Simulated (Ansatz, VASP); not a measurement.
## Ti in VASP and in Ansatz

```
Ti
1.0
     0.00000    2.05457    2.05457
     2.05457    0.00000    2.05457
     2.05457    2.05457    0.00000
Ti
1
Direct
  0.00000 0.00000 0.00000
```

Alike in both runs: task single point; functional PBEsol; k mesh 14 × 14 × 14; occupations fermi-dirac, width 0.03 eV; no spin polarisation.

|  | VASP | Ansatz |
| --- | --- | --- |
| version | VASP 6.6.1 | Ansatz 0.2.0 |
| potentials or method | VASP PAW PBE potentials, release 64 (Ti_sv), cutoff 520 eV | all-electron LAPW, scalar-relativistic |

```csv
,VASP,Ansatz,Ansatz less VASP
pressure (GPa),-4.4,-4.2,+0.22
```

VASP's potentials were made for PBE, not for PBEsol. Ansatz ran all-electron here, and VASP with PAW potentials.
